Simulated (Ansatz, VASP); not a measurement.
One calculation of Y2Si3O, two programs

```
Y Si O
1.0
     3.96294    0.00000    0.00000
    -1.98147    3.43201    0.00000
     0.00000    0.00000    7.85735
Y Si O
2 3 1
Direct
  0.33333 0.66667 0.24712
  0.33333 0.66667 0.75288
  0.66667 0.33333 0.50000
  0.00000 0.00000 0.00000
  0.00000 0.00000 0.50000
  0.66667 0.33333 0.00000
```

Change from the starting cell: species swapped into the Sr2Al3Ge type (P-6m2, No. 187).

Alike in both runs: functional PBE; k mesh 12 × 12 × 6; occupations gaussian, width 0.1 eV; no spin polarisation.

Ansatz relaxed the structure, and its values are those at the end. VASP's run is a single point on that final structure, the one shown.

|  | VASP | Ansatz |
| --- | --- | --- |
| version | VASP 6.6.1 | Ansatz 0.2.0 |
| potentials or method | VASP PAW PBE potentials, release 64 (Y_sv, Si, O), cutoff 520 eV | scalar-relativistic, plane waves, PAW |
| valence electrons in the cell | 40 | 40 |

```tsv
	VASP	Ansatz	Ansatz less VASP
gap on the k mesh at the Fermi level (eV)	none	none	-
pressure (GPa)	-0.1	0.0	+0.09
```

A gap of «none» marks a metal or a gap that the smearing closes.
